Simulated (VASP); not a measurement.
# Ir (P6_3/mmc) in VASP: single point with PBEsol

Aim: the single point of Ir with PBEsol.

All numbers are computed with VASP 6.6.1; they aren't measurements. Logs are shortened: lines on timing, memory, paths and dates and some standing lists are left out, and cuts for length are marked.

**1. The cell of the first run**

The structure is hexagonal, space group P6_3/mmc (No. 194). The conventional cell has a = 2.751 Å, b = 2.751 Å, c = 4.462 Å, α = 90.00°, β = 90.00°, γ = 120.00°. Ir (site symmetry -6m2) has 12 Ir at 2.74 to 2.75 Å within 3.6 Å.

**2. Single point, PBEsol**

Contents of INCAR:

```
SYSTEM = Ir
ALGO = Normal
EDIFF = 1E-6
ENCUT = 520
GGA = PS
ISIF = 2
ISMEAR = 1
LASPH = .True.
LCHARG = .True.
LELF = .True.
LREAL = .False.
LVHAR = .True.
LWAVE = .False.
NBANDS = 16
NELM = 100
PREC = Accurate
SIGMA = 0.1
```

Contents of KPOINTS:

```
k-points
0
Gamma
  14 14 8
  0 0 0
```

Contents of POSCAR:

```
Ir
1.0
    2.7513780000      0.0000000000      0.0000000000
   -1.3756890000      2.3827630000      0.0000000000
    0.0000000000      0.0000000000      4.4622900000
Ir
2
Direct
    0.6666666667      0.3333333333      0.7500000000
    0.3333333333      0.6666666667      0.2500000000
```

Potentials or basis: VASP PAW PBE potentials, release 64 (Ir).

On the command line:

```sh
$ cat potpaw_PBE.64/Ir/POTCAR > POTCAR
$ mpirun -np 1 vasp_std > vasp.out
```

OUTCAR:

```text
SYSTEM = Ir
   EDIFF = 1E-6
   ENCUT = 520
   GGA = PS
   ISIF = 2
   ISMEAR = 1
   LASPH = .True.
   LREAL = .False.
   NELM = 100
   PREC = Accurate

 ion  position               nearest neighbor table
   1  0.667  0.333  0.750-   2 2.74   2 2.74   2 2.74   2 2.74   2 2.74   2 2.74
   2  0.333  0.667  0.250-   1 2.74   1 2.74   1 2.74   1 2.74   1 2.74   1 2.74

  LATTYP: Found a hexagonal cell.
 ALAT       =     2.7513780000
 C/A-ratio  =     1.6218382207

  Lattice vectors:

 A1 = (   2.7513780000,   0.0000000000,   0.0000000000)
 A2 = (  -1.3756890000,   2.3827630000,   0.0000000000)
 A3 = (   0.0000000000,   0.0000000000,   4.4622900000)

Analysis of symmetry for initial positions (statically):
=====================================================================
 Subroutine PRICEL returns:
 Original cell was already a primitive cell.

 Routine SETGRP: Setting up the symmetry group for a
 hexagonal supercell.

 Subroutine GETGRP returns: Found 24 space group operations
 (whereof 12 operations were pure point group operations)
 out of a pool of 24 trial point group operations.

The static configuration has the point symmetry D_3d.
 The point group associated with its full space group is D_6h.

Analysis of symmetry for dynamics (positions and initial velocities):
=====================================================================
 Subroutine PRICEL returns:
 Original cell was already a primitive cell.

 Routine SETGRP: Setting up the symmetry group for a
 hexagonal supercell.

 Subroutine GETGRP returns: Found 24 space group operations
 (whereof 12 operations were pure point group operations)
 out of a pool of 24 trial point group operations.

The dynamic configuration has the point symmetry D_3d.
 The point group associated with its full space group is D_6h.

 Subroutine INISYM returns: Found 24 space group operations
 (whereof 12 operations are pure point group operations),
 and found     1 'primitive' translations

----------------------------------------------------------------------------------------

                                     Primitive cell

  volume of cell :      29.2542

  direct lattice vectors                    reciprocal lattice vectors
     2.751378000  0.000000000  0.000000000     0.363454240  0.209840425  0.000000000
    -1.375689000  2.382763000  0.000000000     0.000000000  0.419680850  0.000000000
     0.000000000  0.000000000  4.462290000     0.000000000  0.000000000  0.224100182

  length of vectors
     2.751378000  2.751377789  4.462290000     0.419680817  0.419680850  0.224100182

  position of ions in fractional coordinates (direct lattice)
     0.666666667  0.333333333  0.750000000
     0.333333333  0.666666667  0.250000000

  ion indices of the primitive-cell ions
   primitive index   ion index
                 1           1
                 2           2

----------------------------------------------------------------------------------------

 KPOINTS: k-points

Automatic generation of k-mesh.
 Grid dimensions read from file:
 generate k-points for:   14   14    8

 Generating k-lattice:

  Cartesian coordinates                     Fractional coordinates (reciprocal lattice)
     0.025961017  0.014988602  0.000000000     0.071428571  0.000000000  0.000000000
     0.000000000  0.029977204  0.000000000     0.000000000  0.071428571  0.000000000
     0.000000000  0.000000000  0.028012523     0.000000000  0.000000000  0.125000000

  Length of vectors
     0.029977201  0.029977204  0.028012523

  Shift w.r.t. Gamma in fractional coordinates (k-lattice)
     0.000000000  0.000000000  0.000000000

 Subroutine IBZKPT returns following result:
 ===========================================

 Found    120 irreducible k-points:

 Following reciprocal coordinates:
            Coordinates               Weight
  0.000000  0.000000  0.000000      1.000000
  0.071429 -0.000000  0.000000      6.000000
  0.142857 -0.000000  0.000000      6.000000
  0.214286  0.000000  0.000000      6.000000
  0.285714 -0.000000  0.000000      6.000000
  0.357143  0.000000  0.000000      6.000000
[... 16 lines left out ...]
  0.285714  0.285714  0.000000      6.000000
  0.357143  0.285714  0.000000      6.000000
 [... further k-points ...]
   k-points           NKPTS =    120   k-points in BZ     NKDIM =    120   number of bands    NBANDS=     16
   number of dos      NEDOS =    301   number of ions     NIONS =      2
   total plane-waves  NPLWV =  14400
   dimension x,y,z NGX =    20 NGY =   20 NGZ =   36
   dimension x,y,z NGXF=    40 NGYF=   40 NGZF=   72
   ions per type =               2
   NGX,Y,Z   is equivalent  to a cutoff of  12.08, 12.08, 13.41 a.u.
   NGXF,Y,Z  is equivalent  to a cutoff of  24.17, 24.17, 26.82 a.u.
 SYSTEM =  Ir
   PREC   = accura    normal or accurate (medium, high low for compatibility)
   ISTART =      0    job   : 0-new  1-cont  2-samecut
   ICHARG =      2    charge: 1-file 2-atom 10-const
   ISPIN  =      1    spin polarized calculation?
   LNONCOLLINEAR =      F non collinear calculations
   LSORBIT =      F    spin-orbit coupling
   LASPH  =      T    aspherical Exc in radial PAW
   ENCUT  =  520.0 eV  38.22 Ry    6.18 a.u.   5.12  5.12  8.30*2*pi/ulx,y,z
   NELM   =    100;   NELMIN=  2; NELMDL= -5     # of ELM steps
   EDIFF  = 0.1E-05   stopping-criterion for ELM
   LREAL  =      F    real-space projection
   EDIFFG = 0.1E-04   stopping-criterion for IOM
   NSW    =      0    number of steps for IOM
   IBRION =     -1    ionic relax: 0-MD 1-quasi-New 2-CG
   NFREE  =      0    steps in history (QN), initial steepest desc. (CG)
   ISIF   =      2    stress and relaxation
   ISYM   =      2    0-nonsym 1-usesym 2-fastsym
   POTIM  = 0.5000    time-step for ionic-motion
   TEBEG  =    0.0;   TEEND  =   0.0 temperature during run
   PSTRESS=    0.0 pullay stress
   NELECT =      18.0000    total number of electrons
   NUPDOWN=      -1.0000    fix difference up-down
   EMIN   =  10.00;   EMAX   =-10.00  energy-range for DOS
   EFERMI =   0.00;   METHOD = LEGACY
   ISMEAR =     1;   SIGMA  =   0.10  broadening in eV -4-tet -1-fermi 0-gaus
   EFERMI_NEDOS =   21; number of points for ismear=-14 and -15
   IALGO  =     38    algorithm
   IMIX   =      4    mixing-type and parameters
     AMIX     =   0.40;   BMIX     =  1.00
     AMIX_MAG =   1.60;   BMIX_MAG =  1.00
  volume/ion in A,a.u.               =      14.63        98.71
  Fermi-wavevector in a.u.,A,eV,Ry     =   1.392417  2.631287 26.379323  1.938826
  Thomas-Fermi vector in A             =   2.516162
   LORBIT       =      0    0 simple, 1 ext, 2 COOP (PROOUT), +10 PAW based schemes
   GGA     = PS    functional components
   LHFCALC =     F    Hartree Fock is set to
   AEXX    =    0.0000 exact exchange contribution
   IVDW    =     0    specifies the selected vdW correction
   LEPSILON=     F    determine dielectric tensor
   LRPA    =     F    only Hartree local field effects (RPA)
 non-spin polarized calculation
 Methfessel and Paxton  Order N= 1 SIGMA  =   0.10
  energy-cutoff  :      520.00
  volume of cell :       29.25
 maximum number of plane-waves:       796
   NGX = 11   NGY = 11   NGZ = 17

 number of electron      18.0000000 magnetization

 Free energy of the ion-electron system (eV)
  ---------------------------------------------------
  ext. energy  EPLUGINS =         0.00000000
  ---------------------------------------------------
  free energy    TOTEN  =       -19.44315393 eV

  energy without entropy =      -19.44201645  energy(sigma->0) =      -19.44277477

 E-fermi :   9.7947     XC(G=0): -13.9055

 val. band max:        9.7894597186   @ k =   0.2857   0.0714   0.0000
 cond. band min:       9.8057583038   @ k =   0.2857   0.0714   0.3750
 fundamental gap:      0.0162985852
 Fermi energy:         9.7946515575

 k-point     1 :       0.0000    0.0000    0.0000
  band No.  band energies     occupation
      1      -1.1575      2.00000
      2       1.9089      2.00000
      3       6.0168      2.00000
      4       6.1217      2.00000
      5       6.1217      2.00000
      6       6.7495      2.00000
[... 8 lines left out ...]
     15      26.2018      0.00000
     16      27.2080      0.00000

 k-point     2 :       0.0714   -0.0000    0.0000
  band No.  band energies     occupation
      1      -0.9644      2.00000
      2       2.0811      2.00000
      3       5.7118      2.00000
      4       6.2829      2.00000
      5       6.3855      2.00000
      6       6.6485      2.00000
[... 8 lines left out ...]
     15      26.4547      0.00000
     16      27.4943      0.00000

 k-point     3 :       0.1429   -0.0000    0.0000
  band No.  band energies     occupation
      1      -0.4097      2.00000
      2       2.5388      2.00000
      3       5.3027      2.00000
      4       6.3287      2.00000
      5       6.3585      2.00000
      6       6.7547      2.00000
[... 8 lines left out ...]
     15      27.0100      0.00000
     16      27.4572      0.00000

 k-point     4 :       0.2143    0.0000    0.0000
  band No.  band energies     occupation
      1       0.4219      2.00000
      2       3.0338      2.00000
      3       5.0331      2.00000
      4       5.2875      2.00000
      5       6.0445      2.00000
      6       6.7287      2.00000
[... 8 lines left out ...]
     15      26.3646      0.00000
     16      26.4258      0.00000
[... 324 lines left out ...]
 k-point    22 :       0.3571    0.2143    0.0000
  band No.  band energies     occupation
      1       3.2706      2.00000
      2       3.5595      2.00000
      3       3.6734      2.00000
      4       5.2560      2.00000
      5       5.5796      2.00000
      6       6.1229      2.00000
[... 8 lines left out ...]
     15      21.6348      0.00000
     16      22.9542      0.00000

 k-point    23 :       0.2857    0.2857    0.0000
  band No.  band energies     occupation
      1       3.2997      2.00000
      2       3.7732      2.00000
      3       4.1995      2.00000
      4       4.7273      2.00000
      5       5.5312      2.00000
      6       6.0826      2.00000
[... 8 lines left out ...]
     15      22.0167      0.00000
     16      23.8771      0.00000

 k-point    24 :       0.3571    0.2857    0.0000
  band No.  band energies     occupation
      1       3.2477      2.00000
      2       3.9894      2.00000
      3       4.1076      2.00000
      4       4.9328      2.00000
      5       5.6308      2.00000
      6       5.8671      2.00000
[... 8 lines left out ...]
     15      22.8409      0.00000
     16      23.0352      0.00000

 [... further k-points ...]
[... 5 lines left out ...]
  --------------------------------------------------------------------------------------
  -------------------------------------------------------------------------------------
  Total       -2.1309038     -2.1309034     -2.1788508      0.0000000     -0.0000000      0.0000000
  in kB     -116.7039441   -116.7039203   -119.3298732      0.0000000     -0.0000000      0.0000000
  external PRESSURE =    -117.5792459 kB  Pullay stress =       0.0000000 kB

 VOLUME and BASIS-vectors are now :
 -----------------------------------------------------------------------------
  energy-cutoff  :      520.00
  volume of cell :       29.25
      direct lattice vectors                 reciprocal lattice vectors
     2.751378000  0.000000000  0.000000000     0.363454240  0.209840425  0.000000000
    -1.375689000  2.382763000  0.000000000     0.000000000  0.419680850  0.000000000
     0.000000000  0.000000000  4.462290000     0.000000000  0.000000000  0.224100182

 POSITION                                       TOTAL-FORCE (eV/Angst)
 -----------------------------------------------------------------------------------
      1.37569      0.79425      3.34672         0.000000      0.000000      0.000000
     -0.00000      1.58851      1.11557        -0.000000     -0.000000      0.000000
 -----------------------------------------------------------------------------------
    total drift:                               -0.000000      0.000000     -0.000000

  FREE ENERGIE OF THE ION-ELECTRON SYSTEM (eV)
  ---------------------------------------------------
  free  energy   TOTEN  =       -19.4431539251 eV

  energy  without entropy=      -19.4420164524  energy(sigma->0) =      -19.44277477
```

Run time: 95 s. Hardware: 1 thread of AMD EPYC 7R13, shared host; peak memory 0.15 GiB.

What came out:

- Free energy: -19.4432 eV
- Pressure: -11.8 GPa
- Band gap on the k mesh: zero (band 9 reaches 10.71 eV, above the bottom of band 10 at 7.53 eV)

Stress tensor (GPa, compression positive):
```
-11.67   0.00   0.00
  0.00 -11.67   0.00
  0.00   0.00 -11.93
```

Levels at points of the mesh, in eV from the Fermi level:
```csv
k point,band 5,band 6,band 7,band 8,band 9,band 10,band 11,band 12,band 13,band 14
"(0.00, 0.00, 0.00)",-3.67,-3.05,-3.05,-2.28,-2.28,-0.80,0.26,0.26,6.73,14.27
"(0.50, 0.00, 0.00)",-3.43,-3.35,-2.87,0.67,0.92,1.07,2.82,4.23,8.01,10.01
"(0.00, 0.00, 0.50)",-3.79,-3.79,-3.79,-3.79,-0.46,-0.46,-0.46,-0.46,13.54,13.54
"(0.50, 0.00, 0.50)",-2.04,-2.04,-0.94,-0.94,0.91,0.91,1.94,1.94,7.34,7.34
```

Caveat: the PAW data sets were made with another functional, which shifts forces and pressure a little; spin-orbit coupling is left out, which moves the levels of the heavy elements.
